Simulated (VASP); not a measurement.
Input of a VASP 6.6.1 run:

The input INCAR:

```
SYSTEM = NaCl
PREC = Accurate
ENCUT = 520
EDIFF = 1E-8
ISMEAR = -1
SIGMA = 0.05
LREAL = .False.
LASPH = .True.
NELM = 60
ALGO = Normal
ISIF = 2
LWAVE = .False.
LCHARG = .False.
GGA = PE
IBRION = 8
NSW = 1
```

The input KPOINTS:

```
Automatic mesh
0
Gamma
  6 6 6
  0 0 0
```

File POSCAR:

```
NaCl
1.0
    0.0000000000      2.7940632177      2.7940632177
    2.7940632177      0.0000000000      2.7940632177
    2.7940632177      2.7940632177      0.0000000000
Cl Na
1 1
Direct
    0.5000000000      0.5000000000      0.5000000000
    0.0000000000      0.0000000000      0.0000000000
```

Potentials or basis: VASP PAW PBE potentials, release 64 (Cl, Na_pv).

Command:

```console
$ cat potpaw_PBE.64/Cl/POTCAR potpaw_PBE.64/Na_pv/POTCAR > POTCAR
$ mpirun -np 1 vasp_std > vasp.out
```

Question: Predict the highest phonon frequency at Γ, LO-TO splitting left out.

Answer: 176 cm⁻¹.

Phonon frequencies in cm⁻¹ (negative: imaginary):
```csv
q point,frequencies
"(0.000, 0.000, 0.000)",0 0 0 176 176 176
```

Caveat: the cell wasn't relaxed at this level first, which shifts response properties.
